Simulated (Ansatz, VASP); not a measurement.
HfN in VASP and in Ansatz

INCAR

```
PREC = Accurate
ENCUT = 520
EDIFF = 1E-6
ISMEAR = 0
SIGMA = 0.15
LREAL = False
LASPH = True
NELM = 100
ALGO = Normal
ISIF = 2
LWAVE = False
LCHARG = False
GGA = PS
NBANDS = 23
```

The input KPOINTS:

```
regular mesh
0
Gamma
  18 18 10
```

The input POSCAR:

```
HfN
1.0
    3.1746229159      0.0000000000      0.0000000000
   -1.5873114580      2.7493040926      0.0000000000
    0.0000000000      0.0000000000      5.2292078537
Hf N
2 2
Direct
    0.6666666667      0.3333333333      0.7500000000
    0.3333333333      0.6666666667      0.2500000000
    0.0000000000      0.0000000000      0.0000000000
    0.0000000000      0.0000000000      0.5000000000
```

Input for Ansatz:

```yaml
crystal:
  lattice:
    - [3.1746229159, 0.0, 0.0]
    - [-1.587311458, 2.7493040926, 0.0]
    - [0.0, 0.0, 5.2292078537]
  atoms:
    - { symbol: Hf, position: [0.6666666667, 0.3333333333, 0.75] }
    - { symbol: Hf, position: [0.3333333333, 0.6666666667, 0.25] }
    - { symbol: "N", position: [0.0, 0.0, 0.0] }
    - { symbol: "N", position: [0.0, 0.0, 0.5] }
basis:
  ecutwfc: 420
kpoints:
  mp_grid: { grid: [18, 18, 10] }
hamiltonian:
  xc: pbesol
scf:
  occupations: { method: gaussian, width: 0.15 }
output:
  forces: true
  stress: true
  eigenvalues: true
```

Change from the starting cell: strain +0.015 along x and y, -0.030 along z, atoms carried along.

Alike in both runs: task single point; functional PBEsol; k mesh 18 × 18 × 10; occupations gaussian, width 0.15 eV; no spin polarisation.

```csv
,VASP,Ansatz
version,VASP 6.6.1,Ansatz 0.2.0
potentials or method,"VASP PAW PBE potentials, release 64 (Hf_pv, N), cutoff 520 eV","scalar-relativistic, plane waves, PAW"
valence electrons in the cell,30,62
```

Ansatz gave:

```
gap on the k mesh at the Fermi level (eV)                     : none
pressure (GPa)                                                : 0.3
traceless stress, the component that is largest in VASP (GPa) : 13.74
```

What did VASP give for the same quantities?

gap on the k mesh at the Fermi level (eV): none; pressure (GPa): -1.7; traceless stress, the component that is largest in VASP (GPa): 13.98.

VASP's potentials were made for PBE, not for PBEsol. A gap of «none» marks a metal or a gap that the smearing closes. VASP's potentials hold 30 valence electrons a cell and Ansatz's 62, so a difference there can come from the potentials and not from the codes.

Neither program's run includes spin-orbit coupling.
